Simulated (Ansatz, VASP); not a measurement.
**Two plane-wave programs on SnC2**

```
Sn C
1.0
    -1.75974    1.75974    2.91314
     1.75974   -1.75974    2.91314
     1.75974    1.75974   -2.91314
Sn C
1 2
Direct
  0.00000 0.00000 0.00000
  0.59789 0.59789 0.00000
  0.40211 0.40211 0.00000
```

Alike in both runs: task single point; functional LDA; k mesh 8 × 8 × 8; occupations gaussian, width 0.1 eV; no spin polarisation.

|  | VASP | Ansatz |
| --- | --- | --- |
| version | VASP 6.6.1 | Ansatz 0.2.0 |
| potentials or method | VASP PAW LDA potentials, release 64 (Sn_d, C), cutoff 520 eV | scalar-relativistic, plane waves, PAW |
| valence electrons in the cell | 22 | 22 |

VASP gave:

```
gap on the k mesh at the Fermi level (eV) : none
rms of the force components (eV/Å)        : 6.281
```

Question: Which values does Ansatz return?

Answer: gap on the k mesh at the Fermi level (eV): none; rms of the force components (eV/Å): 6.121.

LDA's correlation is that of Perdew and Zunger in VASP and of Perdew and Wang (1992) in Ansatz. Atom by atom the forces differ by 0.160 eV/Å (rms over components). A gap of «none» marks a metal or a gap that the smearing closes.
